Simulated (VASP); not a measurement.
MoS2, 6 atoms in the cell. The cell holds a slab with vacuum, 6 atoms: a = 3.185 Å, b = 3.185 Å, c = 21.671 Å, α = 90.00°, β = 90.00°, γ = 120.00°. 

```yaml
Program: VASP 6.6.1
Task: single point
Functional: PBE
Dispersion: D3(BJ)
Potentials_or_basis: VASP PAW PBE potentials, release 64 (Mo_sv, S)
Cutoff: 500 eV
k_mesh: 6 × 6 × 1
Occupations: gaussian, width 0.1 eV
Spin: collinear spin
Starting_moments: "[1.0, 1.0, 0.0, 0.0, 0.0, 0.0] μB"
Dipole_correction: no
Further_INCAR_settings: ALGO = Normal; EDIFF = 1e-06; NBANDS = 39
```

Potentials or basis: VASP PAW PBE potentials, release 64 (Mo_sv, S).

Run with:

```bash
$ cat potpaw_PBE.64/Mo_sv/POTCAR potpaw_PBE.64/S/POTCAR > POTCAR
$ mpirun -np 1 vasp_std > vasp.out
```

Hardware: 1 thread of AMD EPYC 9755 128-Core Processor (shared host).

**Question.** Estimate the wall time of this run.

**Answer.** It took 3.7 min on 1 thread of AMD EPYC 9755 128-Core Processor, on a shared host, peak memory 0.35 GiB. Counts: scf iterations 24, k points 7.
